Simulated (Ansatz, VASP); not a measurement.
# One calculation of AlN, two programs

```
Al N
1.0
     3.26977    0.00000    0.00000
    -1.63488    2.54920    0.00000
     0.00000    0.00000    4.97840
Al N
2 2
Direct
  0.33333 0.66667 0.00169
  0.66667 0.33333 0.50169
  0.33333 0.66667 0.38331
  0.66667 0.33333 0.88331
```

Change from the starting cell: strain +0.0525 x Voigt [1, -1, 0, 0, 0, 0], atoms carried along.

Alike in both runs: task single point; functional r2SCAN; k mesh 12 × 12 × 6; occupations gaussian, width 0.05 eV; no spin polarisation.

|  | VASP | Ansatz |
| --- | --- | --- |
| version | VASP 6.6.1 | Ansatz 0.2.0 |
| potentials or method | VASP PAW PBE potentials, release 64 (Al, N), cutoff 520 eV | scalar-relativistic, plane waves, PAW |
| valence electrons in the cell | 16 | 16 |

VASP gave:

| Item | Value |
| --- | --- |
| gap on the k mesh at the Fermi level (eV) | 4.83 |
| least direct gap on the mesh (eV) | 4.83 |
| pressure (GPa) | 1.6 |
| traceless stress, the component that is largest in VASP (GPa) | 20.53 |
| rms of the force components (eV/Å) | 0.745 |

Q: What did Ansatz give for the same quantities?

A: gap on the k mesh at the Fermi level (eV): 4.79; least direct gap on the mesh (eV): 4.79; pressure (GPa): 2.0; traceless stress, the component that is largest in VASP (GPa): 20.27; rms of the force components (eV/Å): 0.732.

VASP's potentials were made for PBE, not for r2SCAN. Atom by atom the forces differ by 0.013 eV/Å (rms over components). With one functional, cell and mesh, what is left measures potentials, basis and numerics.
